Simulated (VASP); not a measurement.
Here is a VASP 6.6.1 calculation.

INCAR

```
SYSTEM = InSb
PREC = Accurate
ENCUT = 520
EDIFF = 1E-6
ISMEAR = 0
SIGMA = 0.15
LREAL = .FALSE.
LASPH = .TRUE.
NELM = 60
ALGO = Normal
ISIF = 2
LWAVE = .FALSE.
LCHARG = .FALSE.
GGA = PS
NBANDS = 16
```

File KPOINTS:

```
regular mesh
0
G
  12 12 12
  0 0 0
```

POSCAR

```
InSb
1.0
    0.0000000000      3.1905135000      3.3362730000
    3.1905135000      0.0000000000      3.3362730000
    3.1905135000      3.1905135000      0.0000000000
In Sb
1 1
Direct
    0.0000000000      0.0000000000      0.0000000000
    0.7500000000      0.7500000000      0.7500000000
```

Potentials or basis: VASP PAW PBE potentials, release 64 (In_d, Sb).

Launch:

```console
$ cat potpaw_PBE.64/In_d/POTCAR potpaw_PBE.64/Sb/POTCAR > POTCAR
$ mpirun -np 1 vasp_std > vasp.out
```

(1) What does it give for the pressure?

(2) Estimate the band gap on the k mesh.

## Answers

(1) 0.9 GPa.

(2) zero (filled and empty bands touch).

Caveat: the cell differs from its parent crystal (strain -0.015 along x and y, +0.030 along z); semilocal functionals underestimate gaps, so a narrow gap can read as zero; the PAW data sets were made with another functional, which shifts forces and pressure a little; spin-orbit coupling is left out, which moves the levels of the heavy elements.
